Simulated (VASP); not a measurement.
Here is a VASP 6.6.1 calculation.

INCAR

```
ALGO     = Normal         # electronic algorithm
EDIFF    = 1E-6           # SCF threshold, eV
EDIFFG   = -0.01          # ionic threshold
ENCUT    = 600            # plane-wave cutoff, eV
GGA      = PE             # functional
IBRION   = 2              # ionic algorithm
ISIF     = 3              # what is computed and relaxed
ISMEAR   = 0              # smearing method
LASPH    = True           # aspherical terms in the spheres
LCHARG   = False          # write CHGCAR
LREAL    = False          # projectors in reciprocal space
LWAVE    = False          # write WAVECAR
NELM     = 60             # most SCF steps
NSW      = 100            # ionic steps
PREC     = Accurate       # precision mode
SIGMA    = 0.1            # smearing width, eV
```

Contents of KPOINTS:

```
k-points
0
Gamma
  8 8 8
```

The input POSCAR:

```
Nb5N
1.0
   -3.2715242641      3.2715242641      2.2720812728
    3.2715242641     -3.2715242641      2.2720812728
    3.2715242641      3.2715242641     -2.2720812728
Nb N
5 1
Direct
    0.0000000000      0.0000000000      0.0000000000
    0.8036618996      0.6117941760      0.4154560757
    0.6117941760      0.1963381004      0.8081322764
    0.1963381004      0.3882058240      0.5845439243
    0.3882058240      0.8036618996      0.1918677236
    0.5000000000      0.5000000000      0.0000000000
```

Potentials or basis: VASP PAW PBE potentials, release 64 (Nb_sv, N).

Command:

```sh
$ cat potpaw_PBE.64/Nb_sv/POTCAR potpaw_PBE.64/N/POTCAR > POTCAR
$ mpirun -np 1 vasp_std > vasp.out
```

Question: Estimate the relaxed cell.

Answer: a = 5.152 Å, b = 5.152 Å, c = 5.152 Å, α = 101.24°, β = 101.24°, γ = 127.60°.

Question: What does it give for the relaxed volume?

Answer: 16.20 Å³/atom.

Question: Estimate the space group after relaxing (to 0.1 Å).

Answer: I4/m (No. 87).

Question: Estimate the band gap on the k mesh.

Answer: Zero (bands 35 and 36 overlap by 0.59 eV).

Step by step:
```csv
step,energy change (eV),largest force (eV/Å),pressure (GPa),volume (Å³)
1,0.0000,0.0887,0.08,97.27
2,-0.0007,0.0216,-0.30,97.38
3,-0.0007,0.0202,-0.26,97.37
4,-0.0007,0.0205,0.33,97.05
5,-0.0009,0.0167,0.06,97.20
6,-0.0010,0.0100,0.03,97.22
```
